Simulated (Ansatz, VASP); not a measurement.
## Two plane-wave programs on In

```xyz
1
Lattice="-1.6947 1.6947 2.2974 1.6947 -1.6947 2.2974 1.6947 1.6947 -2.2974" Properties=species:S:1:pos:R:3 pbc="T T T"
In    0.0000    0.0000    0.0000
```

Alike in both runs: task single point; functional r2SCAN; k mesh 8 × 8 × 8; occupations gaussian, width 0.1 eV; no spin polarisation.

```csv
,VASP,Ansatz
version,VASP 6.6.1,Ansatz 0.2.0
potentials or method,"VASP PAW PBE potentials, release 64 (In_d), cutoff 520 eV","scalar-relativistic, plane waves, PAW"
valence electrons in the cell,13,13
```

```csv
,VASP,Ansatz,Ansatz less VASP
gap on the k mesh at the Fermi level (eV),none,none,-
pressure (GPa),-0.2,-0.2,-0.01
"traceless stress, the component that is largest in VASP (GPa)",-1.46,-1.46,+0.003
```

VASP's potentials were made for PBE, not for r2SCAN. A gap of «none» marks a metal or a gap that the smearing closes. With one functional, cell and mesh, what is left measures potentials, basis and numerics.
